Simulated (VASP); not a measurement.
A run of VASP 6.6.1 is set up as follows.

POSCAR

```
InSe
1.0
    5.8679030000     -2.0550000000      0.0000000000
    5.8679030000      2.0550000000      0.0000000000
   -1.5994150000      0.0000000000      4.3236530000
In Se
2 2
Direct
    0.8840000000      0.8840000000      0.0050000000
    0.1160000000      0.1160000000      0.9950000000
    0.6600000000      0.6600000000      0.6420000000
    0.3400000000      0.3400000000      0.3580000000
```

The input INCAR.step1:

```
PREC     = Accurate       # precision mode
ENCUT    = 520            # plane-wave cutoff, eV
ISMEAR   = 0              # smearing method
SIGMA    = 0.01           # smearing width, eV
LREAL    = F              # projectors in reciprocal space
LASPH    = T              # aspherical terms in the spheres
NELM     = 80             # most SCF steps
NBANDS   = 27             # bands
GGA      = PE             # functional
ALGO     = Normal         # electronic algorithm
EDIFF    = 1E-4           # SCF threshold, eV
LWAVE    = T              # write WAVECAR
LCHARG   = F              # write CHGCAR
```

File INCAR.step2:

```
PREC     = Accurate       # precision mode
ENCUT    = 520            # plane-wave cutoff, eV
EDIFF    = 1E-6           # SCF threshold, eV
ISMEAR   = 0              # smearing method
SIGMA    = 0.01           # smearing width, eV
LREAL    = F              # projectors in reciprocal space
LASPH    = T              # aspherical terms in the spheres
NELM     = 80             # most SCF steps
ALGO     = Normal         # electronic algorithm
ISIF     = 2              # what is computed and relaxed
LWAVE    = F              # write WAVECAR
LCHARG   = F              # write CHGCAR
METAGGA  = R2SCAN         # meta-GGA
LMIXTAU  = T            
NBANDS   = 27             # bands
ISTART   = 1
```

The input KPOINTS:

```
regular mesh
0
Gamma
  6 6 4
```

Potentials or basis: VASP PAW PBE potentials, release 64 (In_d, Se).

Launch:

```console
$ cat potpaw_PBE.64/In_d/POTCAR potpaw_PBE.64/Se/POTCAR > POTCAR
$ cp INCAR.step1 INCAR
$ mpirun -np 1 vasp_std > vasp.out
$ cp INCAR.step2 INCAR
$ mpirun -np 1 vasp_std > vasp.out
```

Task: Predict the largest force.

Result: 0.754 eV/Å.

Task: What does it give for the band gap on the k mesh?

Result: 1.49 eV, indirect (least direct gap 1.79 eV).

Task: Predict the pressure.

Result: 1.4 GPa.

Forces on the atoms (eV/Å):
```
In  -0.206  0.000  0.538
In   0.206  0.000 -0.538
Se  -0.747  0.000  0.101
Se   0.747  0.000 -0.101
```

Caveat: the PAW data sets were made with another functional, which shifts forces and pressure a little; spin-orbit coupling is left out, which moves the levels of the heavy elements. r2SCAN opens gaps a little over a GGA but as a rule still falls short of measured ones.
